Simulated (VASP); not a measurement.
Here is a VASP 6.6.1 calculation.

Contents of INCAR:

```
SYSTEM = C
  ALGO = Normal
  EDIFF = 1E-6
  ENCUT = 520
  ISIF = 2
  ISMEAR = -1
  LASPH = .True.
  LCHARG = .False.
  LREAL = .False.
  LWAVE = .False.
  NBANDS = 11
  NELM = 100
  PREC = Accurate
  SIGMA = 0.05
```

File KPOINTS:

```
k-points
0
Gamma
  13 13 8
  0 0 0
```

Contents of POSCAR:

```
C
1.0
    2.0838934217     -1.2032084158      0.0000000000
    2.0838934217      1.2032084158      0.0000000000
   -1.3509174534      0.0000000000      3.4313236862
C
2
Direct
    0.1666444700      0.1666444700      0.9999069600
    0.8333555300      0.8333555300      0.0000930400
```

Potentials or basis: VASP PAW LDA potentials, release 64 (C).

Launch:

```bash
$ cat potpaw_LDA.64/C/POTCAR > POTCAR
$ mpirun -np 1 vasp_std > vasp.out
```

(1) Predict the band gap on the k mesh.

(2) What does it give for the pressure?

## Answers

(1) 0.92 eV, indirect (least direct gap 0.93 eV).

(2) 15.0 GPa.
